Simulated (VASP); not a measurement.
Crystal: ZnS.

```
CELL_PARAMETERS angstrom
0.00000 2.67813 2.67813
2.67813 0.00000 2.67813
2.67813 2.67813 0.00000
ATOMIC_POSITIONS crystal
Zn 0.00000 0.00000 0.00000
S 0.25000 0.25000 0.25000
```

Program: VASP 6.6.1. Alike in all runs: task single point; no spin polarisation; cell as given; k mesh 8 × 8 × 8; smearing fermi-dirac 0.05 eV.

Order these runs on this cell by their pressure, lowest first.
A. level PBE; potentials or basis VASP PAW PBE potentials, release 64 (Zn, S); cutoff (eV) 500
B. level LDA; potentials or basis VASP PAW LDA potentials, release 64 (Zn, S); cutoff (eV) 500
C. level r2SCAN; potentials or basis VASP PAW PBE potentials, release 64 (Zn, S); cutoff (eV) 520

B (-2.5 GPa), C (1.5 GPa), A (3.9 GPa).

Caveats: the PAW data sets were made with another functional, which shifts forces and pressure a little (at least some runs); the cell stands under pressure (at least some runs).
